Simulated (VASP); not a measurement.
# SiO2 (P-4n2) in VASP: notebook, part 2 of 2

VASP 6.6.1. Earlier steps stand in the parts before.

**3. Electric field gradients, PBE**

The input, INCAR:

```
PREC     = Accurate       # precision mode
ENCUT    = 520            # plane-wave cutoff, eV
EDIFF    = 1E-8           # SCF threshold, eV
ISMEAR   = -1             # smearing method
SIGMA    = 0.02           # smearing width, eV
LREAL    = Auto         
LASPH    = True           # aspherical terms in the spheres
NELM     = 80             # most SCF steps
ALGO     = Normal         # electronic algorithm
ISIF     = 2              # what is computed and relaxed
LWAVE    = False          # write WAVECAR
LCHARG   = False          # write CHGCAR
GGA      = PE             # functional
LEFG     = True         
NELECT   = 129.0        
NBANDS   = 82             # bands
```

The input, KPOINTS:

```
Automatic mesh
0
Gamma
  4 4 3
```

The input, POSCAR:

```
SiO2
1.0
    6.8575811700      0.0000000000      0.0000000000
    0.0000000000      6.8575811700      0.0000000000
    0.0000000000      0.0000000000      7.0330712900
Si O
8 16
Direct
    0.2058192100      0.4510069400      0.9491785700
    0.0489930600      0.2941807900      0.5508214300
    0.9510069400      0.7058192100      0.5508214300
    0.4510069400      0.7941807900      0.0508214300
    0.7941807900      0.5489930600      0.9491785700
    0.7058192100      0.0489930600      0.4491785700
    0.2941807900      0.9510069400      0.4491785700
    0.5489930600      0.2058192100      0.0508214300
    0.1569431900      0.8180152000      0.5832383000
    0.3430568100      0.3180152000      0.0832383000
    0.6569431900      0.6819848000      0.0832383000
    0.0000000000      0.5000000000      0.0502808900
    0.1607908700      0.3392091300      0.7500000000
    0.5000000000      0.0000000000      0.9497191100
    0.6819848000      0.3430568100      0.9167617000
    0.3180152000      0.6569431900      0.9167617000
    0.0000000000      0.5000000000      0.4497191100
    0.8430568100      0.1819848000      0.5832383000
    0.5000000000      0.0000000000      0.5502808900
    0.1819848000      0.1569431900      0.4167617000
    0.8180152000      0.8430568100      0.4167617000
    0.6607908700      0.1607908700      0.2500000000
    0.3392091300      0.8392091300      0.2500000000
    0.8392091300      0.6607908700      0.7500000000
```

Potentials or basis: VASP PAW PBE potentials, release 64 (Si, O).

The run is started by

```bash
$ cat potpaw_PBE.64/Si/POTCAR potpaw_PBE.64/O/POTCAR > POTCAR
$ mpirun -np 1 vasp_std > vasp.out
```

OUTCAR:

```text
PREC = Accurate
   ENCUT = 520
   EDIFF = 1E-8
   ISMEAR = -1
   LREAL = Auto
   LASPH = True
   NELM = 80
   ISIF = 2
   GGA = PE
   NELECT = 129.0

 ion  position               nearest neighbor table
   1  0.206  0.451  0.949-  10 1.61  12 1.62  16 1.62  13 1.63   5 2.90   4 2.98   8 2.98
   2  0.049  0.294  0.551-  20 1.61  17 1.62  18 1.62  13 1.63   3 2.90   6 2.98   7 2.98
   3  0.951  0.706  0.551-  21 1.61  17 1.62   9 1.62  24 1.63   2 2.90   6 2.98   7 2.98
   4  0.451  0.794  0.051-  16 1.61  14 1.62  11 1.62  23 1.63   8 2.90   5 2.98   1 2.98
   5  0.794  0.549  0.949-  11 1.61  12 1.62  15 1.62  24 1.63   1 2.90   4 2.98   8 2.98
   6  0.706  0.049  0.449-  18 1.61  19 1.62  21 1.62  22 1.63   7 2.90   3 2.98   2 2.98
   7  0.294  0.951  0.449-   9 1.61  19 1.62  20 1.62  23 1.63   6 2.90   3 2.98   2 2.98
   8  0.549  0.206  0.051-  15 1.61  14 1.62  10 1.62  22 1.63   4 2.90   1 2.98   5 2.98
   9  0.157  0.818  0.583-   7 1.61   3 1.62
  10  0.343  0.318  0.083-   1 1.61   8 1.62
  11  0.657  0.682  0.083-   5 1.61   4 1.62
  12  0.000  0.500  0.050-   1 1.62   5 1.62
  13  0.161  0.339  0.750-   1 1.63   2 1.63
  14  0.500  0.000  0.950-   4 1.62   8 1.62
[... 8 lines left out ...]
  23  0.339  0.839  0.250-   4 1.63   7 1.63
  24  0.839  0.661  0.750-   3 1.63   5 1.63

  LATTYP: Found a simple tetragonal cell.
 ALAT       =     6.8575811700
 C/A-ratio  =     1.0255906734

  Lattice vectors:

 A1 = (   6.8575811700,   0.0000000000,   0.0000000000)
 A2 = (   0.0000000000,   6.8575811700,   0.0000000000)
 A3 = (   0.0000000000,   0.0000000000,   7.0330712900)

Analysis of symmetry for initial positions (statically):
=====================================================================
 Subroutine PRICEL returns:
 Original cell was already a primitive cell.

 Routine SETGRP: Setting up the symmetry group for a
 simple tetragonal supercell.

 Subroutine GETGRP returns: Found  8 space group operations
 (whereof  4 operations were pure point group operations)
 out of a pool of 16 trial point group operations.

The static configuration has the point symmetry S_4 .
 The point group associated with its full space group is D_2d.

Analysis of symmetry for dynamics (positions and initial velocities):
=====================================================================
 Subroutine PRICEL returns:
 Original cell was already a primitive cell.

 Routine SETGRP: Setting up the symmetry group for a
 simple tetragonal supercell.

 Subroutine GETGRP returns: Found  8 space group operations
 (whereof  4 operations were pure point group operations)
 out of a pool of 16 trial point group operations.

The dynamic configuration has the point symmetry S_4 .
 The point group associated with its full space group is D_2d.

 Subroutine INISYM returns: Found  8 space group operations
 (whereof  4 operations are pure point group operations),
 and found     1 'primitive' translations

----------------------------------------------------------------------------------------

                                     Primitive cell

[... 153 lines left out ...]
  energy-cutoff  :      520.00
  volume of cell :      330.74
 maximum number of plane-waves:      8926
 NGX is ok and might be reduce to    54
   NGX = 25   NGY = 25   NGZ = 27

 number of electron     129.0000035 magnetization

 Free energy of the ion-electron system (eV)
  ---------------------------------------------------
  ext. energy  EPLUGINS =         0.00000000
  ---------------------------------------------------
  free energy    TOTEN  =      -181.31449337 eV

  energy without entropy =     -181.30994914  energy(sigma->0) =     -181.31222125

 E-fermi :   7.0399     XC(G=0):  -8.7858

 val. band max:        7.0299149859   @ k =   0.2500   0.2500   0.3333
 cond. band min:       7.1418212776   @ k =   0.5000   0.0000   0.0000
 fundamental gap:      0.1119062917
 Fermi energy:         7.0398727440

 k-point     1 :       0.0000    0.0000    0.0000
  band No.  band energies     occupation
      1     -19.1922      2.00000
      2     -18.6574      2.00000
      3     -18.3051      2.00000
      4     -18.0387      2.00000
      5     -18.0387      2.00000
      6     -17.6018      2.00000
[... 937 lines left out ...]
     75       9.5777      0.00000
     76       9.9421      0.00000
 [bands above 76 left out]

------------------------ aborting loop because EDIFF is reached ----------------------------------------

  FORCE on cell =-STRESS in cart. coord.  units (eV):
  Direction    XX          YY          ZZ          XY          YZ          ZX
  --------------------------------------------------------------------------------------
  -------------------------------------------------------------------------------------
  Total       23.7674816     23.7674816     24.0615383      0.0000000      0.0000000      0.0000000
  in kB      115.1348541    115.1348541    116.5593291      0.0000000      0.0000000      0.0000000
  external PRESSURE =     115.6096791 kB  Pullay stress =       0.0000000 kB

 VOLUME and BASIS-vectors are now :
 -----------------------------------------------------------------------------
  energy-cutoff  :      520.00
  volume of cell :      330.74
      direct lattice vectors                 reciprocal lattice vectors
     6.857581170  0.000000000  0.000000000     0.145824012  0.000000000  0.000000000
     0.000000000  6.857581170  0.000000000     0.000000000  0.145824012  0.000000000
     0.000000000  0.000000000  7.033071290     0.000000000  0.000000000  0.142185392

 POSITION                                       TOTAL-FORCE (eV/Angst)
 -----------------------------------------------------------------------------------
      1.41142      3.09282      6.67564         0.012518     -0.103051     -0.146961
      0.33597      2.01737      3.87397         0.103051     -0.012518      0.146961
      6.52161      4.84021      3.87397        -0.103051      0.012518      0.146961
      3.09282      5.44616      0.35743        -0.103051     -0.012518      0.146961
      5.44616      3.76476      6.67564        -0.012518      0.103051     -0.146961
      4.84021      0.33597      3.15910         0.012518      0.103051     -0.146961
[... 16 lines left out ...]
      2.32615      5.75494      1.75827        -0.192966     -0.192966     -0.000000
      5.75494      4.53143      5.27480        -0.192966      0.192966     -0.000000
 -----------------------------------------------------------------------------------
    total drift:                               -0.000000      0.000000     -0.000000

  FREE ENERGIE OF THE ION-ELECTRON SYSTEM (eV)
  ---------------------------------------------------
  free  energy   TOTEN  =      -181.3144933703 eV

  energy  without entropy=     -181.3099491352  energy(sigma->0) =     -181.31222125

 Electric field gradients (V/A^2)
---------------------------------------------------------------------
 ion       V_xx      V_yy      V_zz      V_xy      V_xz      V_yz
---------------------------------------------------------------------
   1     -16.671    -0.381    17.052     5.232    -8.277    -3.167
   2      -0.381   -16.671    17.052     5.232    -3.167    -8.277
   3      -0.381   -16.671    17.052     5.232     3.167     8.277
   4      -0.381   -16.671    17.052    -5.232     3.167    -8.277
   5     -16.671    -0.381    17.052     5.232     8.277     3.167
   6     -16.671    -0.381    17.052    -5.232    -8.277     3.167
[... 16 lines left out ...]
  23     -27.701   -27.701    55.402   -17.584   -45.967    45.967
  24     -27.701   -27.701    55.402    17.584   -45.967   -45.967
---------------------------------------------------------------------

 Electric field gradients after diagonalization (V/A^2)
 (convention: |V_zz| > |V_xx| > |V_yy|)
----------------------------------------------------------------------
 ion       V_xx      V_yy      V_zz     asymmetry (V_yy - V_xx)/ V_zz
----------------------------------------------------------------------
   1     -19.616    -0.280    19.895       0.972
   2     -19.616    -0.280    19.895       0.972
   3     -19.616    -0.280    19.895       0.972
   4     -19.616    -0.280    19.895       0.972
   5     -19.616    -0.280    19.895       0.972
   6     -19.616    -0.280    19.895       0.972
[... 16 lines left out ...]
  23     -50.153   -45.285    95.438       0.051
  24     -50.153   -45.285    95.438       0.051
----------------------------------------------------------------------

           NMR quadrupolar parameters

 Cq : quadrupolar parameter    Cq=e*Q*V_zz/h
 eta: asymmetry parameters     (V_yy - V_xx)/ V_zz
 Q  : nuclear electric quadrupole moment in mb (millibarn)
----------------------------------------------------------------------
 ion       Cq(MHz)       eta       Q (mb)
----------------------------------------------------------------------
   1       0.048       0.972       1.000
   2       0.048       0.972       1.000
   3       0.048       0.972       1.000
   4       0.048       0.972       1.000
   5       0.048       0.972       1.000
   6       0.048       0.972       1.000
[... 16 lines left out ...]
  23       0.231       0.051       1.000
  24       0.231       0.051       1.000
----------------------------------------------------------------------
```

Wall time 13 min (1 thread of Oxide Virtual Turin-like, shared host); peak memory 0.47 GiB.

Results:

- Free energy: -181.3145 eV
- Largest force: 0.626 eV/Å
- Largest electric field gradient by atom: Si +19.9; O +86.8, +82.8, +95.4 (each value once) V/Å²

Forces in eV/Å, atoms in the order of the input:
```
Si   0.013 -0.103 -0.147
Si   0.103 -0.013  0.147
Si  -0.103  0.013  0.147
Si  -0.103 -0.013  0.147
Si  -0.013  0.103 -0.147
Si   0.013  0.103 -0.147
Si  -0.013 -0.103 -0.147
Si   0.103  0.013  0.147
O    0.208 -0.090  0.472
O   -0.208 -0.090  0.472
O    0.208  0.090  0.472
O    0.000  0.000  0.626
O    0.193 -0.193  0.000
O    0.000  0.000 -0.626
O    0.090 -0.208 -0.472
O   -0.090  0.208 -0.472
O    0.000  0.000 -0.626
O   -0.208  0.090  0.472
O    0.000  0.000  0.626
O    0.090  0.208 -0.472
O   -0.090 -0.208 -0.472
O    0.193  0.193  0.000
O   -0.193 -0.193  0.000
O   -0.193  0.193  0.000
```

Electric field gradients, principal values (V/Å²):
| atom | least | middle | greatest (by size) |
| --- | --- | --- | --- |
| 1 Si | -0.280 | -19.616 | 19.895 |
| 2 Si | -0.280 | -19.616 | 19.895 |
| 3 Si | -0.280 | -19.616 | 19.895 |
| 4 Si | -0.280 | -19.616 | 19.895 |
| 5 Si | -0.280 | -19.616 | 19.895 |
| 6 Si | -0.280 | -19.616 | 19.895 |
| 7 Si | -0.280 | -19.616 | 19.895 |
| 8 Si | -0.280 | -19.616 | 19.895 |
| 9 O | -28.814 | -57.986 | 86.800 |
| 10 O | -28.814 | -57.986 | 86.800 |
| 11 O | -28.814 | -57.986 | 86.800 |
| 12 O | -26.783 | -55.980 | 82.763 |
| 13 O | -45.285 | -50.153 | 95.438 |
| 14 O | -26.783 | -55.980 | 82.763 |
| 15 O | -28.814 | -57.986 | 86.800 |
| 16 O | -28.814 | -57.986 | 86.800 |
| 17 O | -26.783 | -55.980 | 82.763 |
| 18 O | -28.814 | -57.986 | 86.800 |
| 19 O | -26.783 | -55.980 | 82.763 |
| 20 O | -28.814 | -57.986 | 86.800 |
| 21 O | -28.814 | -57.986 | 86.800 |
| 22 O | -45.285 | -50.153 | 95.438 |
| 23 O | -45.285 | -50.153 | 95.438 |
| 24 O | -45.285 | -50.153 | 95.438 |

Caveat: the cell carries a net charge on a neutralising background, which shifts energy and pressure; the cell is charged against a uniform background, so pressure and absolute levels hang on convention; without QUAD_EFG the Cq values of the log hold for a quadrupole moment of 1 mb, not for the nuclei; an odd number of electrons without spin polarisation forces a metal; a magnetic or distorted state may lie lower.
